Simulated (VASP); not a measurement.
# SnPb2O3 (P-3m1) in VASP: a series of runs, part 2 of 2

VASP 6.6.1. The steps go on from the part before.

## (3) Single point, PBE

This run uses another cell than the first one, of 17.73 Å³/atom.

INCAR

```
PREC     = Accurate       # precision mode
ENCUT    = 520            # plane-wave cutoff, eV
EDIFF    = 1E-7           # SCF threshold, eV
ISMEAR   = 0              # smearing method
SIGMA    = 0.1            # smearing width, eV
LREAL    = F              # projectors in reciprocal space
LASPH    = T              # aspherical terms in the spheres
NELM     = 80             # most SCF steps
ALGO     = Normal         # electronic algorithm
ISIF     = 2              # what is computed and relaxed
LWAVE    = F              # write WAVECAR
LCHARG   = T              # write CHGCAR
GGA      = PE             # functional
LELF     = T              # ELF
LVHAR    = T            
NBANDS   = 39             # bands
```

KPOINTS

```
regular mesh
0
Gamma
  6 6 4
```

POSCAR

```
SnPb2O3
1.0
    3.6971133473      0.0000000023      0.0000000000
   -1.8485566757      3.2017940783      0.0000000000
    0.0000000000      0.0000000000      8.9886796419
Sn Pb O
1 2 3
Direct
    0.0000000000      0.0000000000      0.0000000000
    0.3333333333      0.6666666667      0.3308367689
    0.6666666667      0.3333333333      0.6691632311
    0.3333333333      0.6666666667      0.8422482020
    0.6666666667      0.3333333333      0.1577517980
    0.0000000000      0.0000000000      0.5000000000
```

Potentials or basis: VASP PAW PBE potentials, release 64 (Sn_d, Pb_d, O).

The run is started by

```bash
$ cat potpaw_PBE.64/Sn_d/POTCAR potpaw_PBE.64/Pb_d/POTCAR potpaw_PBE.64/O/POTCAR > POTCAR
$ mpirun -np 1 vasp_std > vasp.out
```

OUTCAR:

```text
PREC = Accurate
   ENCUT = 520
   EDIFF = 1E-7
   ISMEAR = 0
   LREAL = F
   LASPH = T
   NELM = 80
   ISIF = 2
   GGA = PE

 ion  position               nearest neighbor table
   1  0.000  0.000  0.000-   4 2.56   5 2.56   5 2.56   4 2.56   5 2.56   4 2.56   2 3.66   3 3.66
                             2 3.66   3 3.66   3 3.66   2 3.66
   2  0.333  0.667  0.331-   6 2.62   6 2.62   6 2.62   5 2.64   5 2.64   5 2.64   1 3.66   1 3.66
                             1 3.66   3 3.72   3 3.72   3 3.72
   3  0.667  0.333  0.669-   6 2.62   6 2.62   6 2.62   4 2.64   4 2.64   4 2.64   1 3.66   1 3.66
                             1 3.66   2 3.72   2 3.72   2 3.72
   4  0.333  0.667  0.842-   1 2.56   1 2.56   1 2.56   3 2.64   3 2.64   3 2.64
   5  0.667  0.333  0.158-   1 2.56   1 2.56   1 2.56   2 2.64   2 2.64   2 2.64
   6  0.000  0.000  0.500-   2 2.62   3 2.62   3 2.62   2 2.62   3 2.62   2 2.62

  LATTYP: Found a hexagonal cell.
 ALAT       =     3.6971133473
 C/A-ratio  =     2.4312696954

  Lattice vectors:

 A1 = (   3.6971133473,   0.0000000023,   0.0000000000)
 A2 = (  -1.8485566757,   3.2017940783,   0.0000000000)
 A3 = (   0.0000000000,   0.0000000000,   8.9886796419)

Analysis of symmetry for initial positions (statically):
=====================================================================
 Subroutine PRICEL returns:
 Original cell was already a primitive cell.

 Routine SETGRP: Setting up the symmetry group for a
 hexagonal supercell.

 Subroutine GETGRP returns: Found 12 space group operations
 (whereof 12 operations were pure point group operations)
 out of a pool of 24 trial point group operations.

The static configuration has the point symmetry D_3d.

Analysis of symmetry for dynamics (positions and initial velocities):
=====================================================================
 Subroutine PRICEL returns:
 Original cell was already a primitive cell.

 Routine SETGRP: Setting up the symmetry group for a
 hexagonal supercell.

 Subroutine GETGRP returns: Found 12 space group operations
 (whereof 12 operations were pure point group operations)
 out of a pool of 24 trial point group operations.

The dynamic configuration has the point symmetry D_3d.

 Subroutine INISYM returns: Found 12 space group operations
 (whereof 12 operations are pure point group operations),
 and found     1 'primitive' translations

----------------------------------------------------------------------------------------

                                     Primitive cell

  volume of cell :     106.4026

  direct lattice vectors                    reciprocal lattice vectors
     3.697113347  0.000000002  0.000000000     0.270481293  0.156162448  0.000000000
    -1.848556676  3.201794078  0.000000000    -0.000000000  0.312324895  0.000000000
     0.000000000  0.000000000  8.988679642     0.000000000  0.000000000  0.111251045

  length of vectors
     3.697113347  3.697113347  8.988679642     0.312324895  0.312324895  0.111251045

  position of ions in fractional coordinates (direct lattice)
     0.000000000  0.000000000  0.000000000
     0.333333333  0.666666667  0.330836769
     0.666666667  0.333333333  0.669163231
     0.333333333  0.666666667  0.842248202
     0.666666667  0.333333333  0.157751798
     0.000000000  0.000000000  0.500000000

[... 37 lines left out ...]
  0.000000  0.000000  0.000000      1.000000
  0.166667 -0.000000  0.000000      6.000000
  0.333333 -0.000000  0.000000      6.000000
  0.500000 -0.000000  0.000000      3.000000
  0.166667  0.166667  0.000000      6.000000
  0.333333  0.166667  0.000000     12.000000
[... 16 lines left out ...]
  0.333333  0.166667  0.500000     12.000000
  0.333333  0.333333  0.500000      2.000000
   k-points           NKPTS =     24   k-points in BZ     NKDIM =     24   number of bands    NBANDS=     39
   number of dos      NEDOS =    301   number of ions     NIONS =      6
   total plane-waves  NPLWV =  54880
   dimension x,y,z NGX =    28 NGY =   28 NGZ =   70
   dimension x,y,z NGXF=    56 NGYF=   56 NGZF=  140
   ions per type =               1   2   3
   NGX,Y,Z   is equivalent  to a cutoff of  12.59, 12.59, 12.95 a.u.
   NGXF,Y,Z  is equivalent  to a cutoff of  25.18, 25.18, 25.89 a.u.
 SYSTEM =  unknown system
   PREC   = accura    normal or accurate (medium, high low for compatibility)
   ISTART =      0    job   : 0-new  1-cont  2-samecut
   ICHARG =      2    charge: 1-file 2-atom 10-const
   ISPIN  =      1    spin polarized calculation?
   LNONCOLLINEAR =      F non collinear calculations
   LSORBIT =      F    spin-orbit coupling
   LASPH  =      T    aspherical Exc in radial PAW
   ENCUT  =  520.0 eV  38.22 Ry    6.18 a.u.   6.87  6.87 16.71*2*pi/ulx,y,z
   NELM   =     80;   NELMIN=  2; NELMDL= -5     # of ELM steps
   EDIFF  = 0.1E-06   stopping-criterion for ELM
   LREAL  =      F    real-space projection
   EDIFFG = 0.1E-05   stopping-criterion for IOM
   NSW    =      0    number of steps for IOM
   IBRION =     -1    ionic relax: 0-MD 1-quasi-New 2-CG
   NFREE  =      0    steps in history (QN), initial steepest desc. (CG)
   ISIF   =      2    stress and relaxation
   ISYM   =      2    0-nonsym 1-usesym 2-fastsym
   POTIM  = 0.5000    time-step for ionic-motion
   TEBEG  =    0.0;   TEEND  =   0.0 temperature during run
   PSTRESS=    0.0 pullay stress
   NELECT =      60.0000    total number of electrons
   NUPDOWN=      -1.0000    fix difference up-down
   EMIN   =  10.00;   EMAX   =-10.00  energy-range for DOS
   EFERMI =   0.00;   METHOD = LEGACY
   ISMEAR =     0;   SIGMA  =   0.10  broadening in eV -4-tet -1-fermi 0-gaus
   EFERMI_NEDOS =   21; number of points for ismear=-14 and -15
   IALGO  =     38    algorithm
   IMIX   =      4    mixing-type and parameters
     AMIX     =   0.40;   BMIX     =  1.00
     AMIX_MAG =   1.60;   BMIX_MAG =  1.00
  volume/ion in A,a.u.               =      17.73       119.67
  Fermi-wavevector in a.u.,A,eV,Ry     =   1.352512  2.555878 24.888995  1.829290
  Thomas-Fermi vector in A             =   2.479845
   LORBIT       =      0    0 simple, 1 ext, 2 COOP (PROOUT), +10 PAW based schemes
   GGA     = PE    functional components
   LHFCALC =     F    Hartree Fock is set to
   AEXX    =    0.0000 exact exchange contribution
   IVDW    =     0    specifies the selected vdW correction
   LEPSILON=     F    determine dielectric tensor
   LRPA    =     F    only Hartree local field effects (RPA)
 non-spin polarized calculation
 Gauss-broadening in eV      SIGMA  =   0.10
  energy-cutoff  :      520.00
  volume of cell :      106.40
 maximum number of plane-waves:      2890
   NGX = 13   NGY = 13   NGZ = 33

 number of electron      60.0000005 magnetization

 Free energy of the ion-electron system (eV)
  ---------------------------------------------------
  ext. energy  EPLUGINS =         0.00000000
  ---------------------------------------------------
  free energy    TOTEN  =       -31.23899966 eV

  energy without entropy =      -31.23899412  energy(sigma->0) =      -31.23899689

 E-fermi :   6.8752     XC(G=0): -10.5847

 val. band max:        6.6016296649   @ k =   0.5000  -0.0000   0.2500
 cond. band min:       7.1020457311   @ k =   0.0000   0.0000   0.5000
 fundamental gap:      0.5004160663
 Fermi energy:         6.8752325274

 k-point     1 :       0.0000    0.0000    0.0000
  band No.  band energies     occupation
      1     -14.4510      2.00000
      2     -14.4230      2.00000
      3     -14.4230      2.00000
      4     -14.3901      2.00000
      5     -14.3901      2.00000
      6     -11.1735      2.00000
[... 997 lines left out ...]
     38      11.4687      0.00000
     39      11.4687      0.00000

------------------------ aborting loop because EDIFF is reached ----------------------------------------

  FORCE on cell =-STRESS in cart. coord.  units (eV):
  Direction    XX          YY          ZZ          XY          YZ          ZX
  --------------------------------------------------------------------------------------
  -------------------------------------------------------------------------------------
  Total       -0.1739630     -0.1739630     -0.0164843      0.0000000      0.0000000      0.0000000
  in kB       -2.6194813     -2.6194813     -0.2482153      0.0000000      0.0000000      0.0000000
  external PRESSURE =      -1.8290593 kB  Pullay stress =       0.0000000 kB

 VOLUME and BASIS-vectors are now :
 -----------------------------------------------------------------------------
  energy-cutoff  :      520.00
  volume of cell :      106.40
      direct lattice vectors                 reciprocal lattice vectors
     3.697113347  0.000000002  0.000000000     0.270481293  0.156162448  0.000000000
    -1.848556676  3.201794078  0.000000000    -0.000000000  0.312324895  0.000000000
     0.000000000  0.000000000  8.988679642     0.000000000  0.000000000  0.111251045

 POSITION                                       TOTAL-FORCE (eV/Angst)
 -----------------------------------------------------------------------------------
      0.00000      0.00000      0.00000        -0.000000      0.000000     -0.000000
     -0.00000      2.13453      2.97379        -0.000000      0.000000     -0.012225
      1.84856      1.06726      6.01489        -0.000000      0.000000      0.012225
     -0.00000      2.13453      7.57070         0.000000     -0.000000      0.007252
      1.84856      1.06726      1.41798        -0.000000      0.000000     -0.007252
      0.00000      0.00000      4.49434        -0.000000      0.000000     -0.000000
 -----------------------------------------------------------------------------------
    total drift:                                0.000000     -0.000000      0.000000

  FREE ENERGIE OF THE ION-ELECTRON SYSTEM (eV)
  ---------------------------------------------------
  free  energy   TOTEN  =       -31.2389996617 eV

  energy  without entropy=      -31.2389941244  energy(sigma->0) =      -31.23899689
```

Wall time 4 min (1 thread of Oxide Virtual Turin-like, shared host); peak memory 0.24 GiB.

What came out:

- Free energy: -31.2390 eV
- Pressure: -0.2 GPa
- Largest force: 0.012 eV/Å
- Band gap on the k mesh: 0.50 eV (least direct gap 0.58 eV)

Forces on the atoms (eV/Å):
```
Sn   0.000  0.000  0.000
Pb   0.000  0.000 -0.012
Pb   0.000  0.000  0.012
O    0.000  0.000  0.007
O    0.000  0.000 -0.007
O    0.000  0.000  0.000
```

Caveat: spin-orbit coupling is left out, which moves the levels of the heavy elements. A k mesh can miss the band edges.

## (4) Single point, PBE

This run uses another cell than the first one, of 17.72 Å³/atom.

INCAR

```
  ALGO = Normal
  EDIFF = 1E-6
  ENCUT = 520
  GGA = PE
  ISIF = 2
  ISMEAR = 0
  LASPH = True
  LCHARG = False
  LREAL = False
  LWAVE = False
  NBANDS = 39
  NELM = 100
  PREC = Accurate
  SIGMA = 0.02
```

KPOINTS

```
k-points
0
Gamma
  12 12 4
```

POSCAR

```
SnPb2O3
1.0
    3.6885833331      0.0000000000      0.0000000000
   -1.8442916666      3.1944068704      0.0000000000
    0.0000000000      0.0000000000      9.0233399635
Sn Pb O
1 2 3
Direct
    0.0000000000      0.0000000000      0.0000000000
    0.3333333333      0.6666666667      0.3306456793
    0.6666666667      0.3333333333      0.6693543207
    0.3333333333      0.6666666667      0.8423010633
    0.6666666667      0.3333333333      0.1576989367
    0.0000000000      0.0000000000      0.5000000000
```

The run is started by

```bash
$ cat potpaw_PBE.64/Sn_d/POTCAR potpaw_PBE.64/Pb_d/POTCAR potpaw_PBE.64/O/POTCAR > POTCAR
$ mpirun -np 1 vasp_std > vasp.out
```

Run time: 6.8 min. Hardware: 1 thread of Oxide Virtual Turin-like, shared host; peak memory 0.36 GiB.

It converged, with:

- Free energy: -31.2281 eV
- Pressure: 0.0 GPa
- Band gap on the k mesh: 0.14 eV (least direct gap 0.16 eV)

Forces on the atoms (eV/Å):
```
Sn   0.000  0.000  0.000
Pb   0.000  0.000  0.002
Pb   0.000  0.000 -0.002
O    0.000  0.000 -0.002
O    0.000  0.000  0.002
O    0.000  0.000  0.000
```

Levels at points of the mesh, in eV from the valence-band top:
| k point | band 27 | band 28 | band 29 | band 30 | band 31 | band 32 | band 33 | band 34 |
| --- | --- | --- | --- | --- | --- | --- | --- | --- |
| (0.00, 0.00, 0.00) | -2.39 | -2.39 | -1.26 | -1.26 | 1.67 | 2.24 | 5.07 | 5.07 |
| (0.50, 0.00, 0.00) | -2.77 | -2.73 | -1.07 | -0.42 | 1.12 | 1.24 | 3.71 | 4.20 |
| (0.00, 0.00, 0.50) | -2.35 | -2.25 | -2.19 | -0.40 | 0.35 | 4.59 | 4.59 | 4.85 |
| (0.50, 0.00, 0.50) | -2.47 | -2.37 | -2.33 | -0.41 | 0.44 | 3.03 | 3.39 | 4.26 |

Caveat: spin-orbit coupling is left out, which moves the levels of the heavy elements. A k mesh can miss the band edges.

## (5) Overview

```csv
cell,k mesh,smearing,gap on the mesh (eV),pressure (GPa),largest force (eV/Å)
"a = 4.561, b = 4.561, c = 7.237 Å, angles 90.0, 90.0, 120.0°, 6 atoms, atomic positions A",6 × 6 × 4,gaussian 0.1 eV,none,-10.2,3.22
"a = 3.697, b = 3.697, c = 8.989 Å, angles 90.0, 90.0, 120.0°, 6 atoms, atomic positions B",6 × 6 × 4,gaussian 0.1 eV,0.50,-0.2,0.01
"a = 3.689, b = 3.689, c = 9.023 Å, angles 90.0, 90.0, 120.0°, 6 atoms, atomic positions C",12 × 12 × 4,gaussian 0.02 eV,0.14,0.0,-
```

Alike in all rows: task single point; level PBE; potentials or basis VASP PAW PBE potentials, release 64 (Sn_d, Pb_d, O); no spin polarisation; cutoff (eV) 520.

Caveats: spin-orbit coupling is left out, which moves the levels of the heavy elements; the stress differs along the axes, from -14 to -8 GPa (at least some runs); semilocal functionals underestimate gaps, and a narrow one can read as zero (at least some runs); forces of over 1 eV/Å act on the atoms, so gaps and moduli don't describe the material at rest (at least some runs).

Total energies depend on the potentials used, so only differences within one code and one set of settings carry meaning.

The gap in the log of VASP goes by the Fermi energy; the results here count the filled bands.